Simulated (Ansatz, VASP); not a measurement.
**K: VASP beside Ansatz**

```xyz
3
Lattice="-4.1328 4.1328 4.1328 4.1328 -4.1328 4.1328 4.1328 4.1328 -4.1328" Properties=species:S:1:pos:R:3 pbc="T T T"
K     4.1328    0.0000    0.0000
K     0.0000    4.1328    0.0000
K     0.0000    0.0000    4.1328
```

Alike in both runs: task single point; functional PBE; k mesh 8 × 8 × 8; occupations gaussian, width 0.1 eV; no spin polarisation.

|  | VASP | Ansatz |
| --- | --- | --- |
| version | VASP 6.6.1 | Ansatz 0.2.0 |
| potentials or method | VASP PAW PBE potentials, release 64 (K_sv), cutoff 520 eV | scalar-relativistic, plane waves, PAW |
| valence electrons in the cell | 27 | 27 |

```tsv
	VASP	Ansatz	Ansatz less VASP
gap on the k mesh at the Fermi level (eV)	none	none	-
pressure (GPa)	0.0	0.0	+0.01
```

A gap of «none» marks a metal or a gap that the smearing closes. The functional is the same, so the differences come from potentials, cutoffs and numerics.
